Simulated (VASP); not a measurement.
A run of VASP 6.6.1:

File INCAR:

```
SYSTEM = Hg
ALGO = Fast ; EDIFF = 1E-6
ENCUT = 520 ; GGA = PE
ISIF = 2 ; ISMEAR = 0
IVDW = 12 ; LASPH = .True.
LCHARG = .False. ; LREAL = .False.
LWAVE = .False. ; NBANDS = 12
NELM = 100 ; PREC = Accurate
SIGMA = 0.15
```

File KPOINTS:

```
k-points
0
Gamma
  18 18 18
  0 0 0
```

Contents of POSCAR:

```
Hg
1.0
   -2.1731797500      2.1731797500      1.8923709000
    2.1731797500     -2.1731797500      1.8923709000
    2.1731797500      2.1731797500     -1.8923709000
Hg
1
Direct
    0.0000000000      0.0000000000      0.0000000000
```

Potentials or basis: VASP PAW PBE potentials, release 64 (Hg).

Launch:

```bash
$ cat potpaw_PBE.64/Hg/POTCAR > POTCAR
$ mpirun -np 1 vasp_std > vasp.out
```

Hardware: 1 thread of Intel(R) Xeon(R) 6975P-C (Granite Rapids), with other jobs on the host.

**Question.** How long does it take, and how much memory?

**Answer.** Wall time 57 s on 1 thread of Intel(R) Xeon(R) 6975P-C (Granite Rapids), on a shared host, peak memory 0.31 GiB. Counts: scf iterations 11, k points 480.
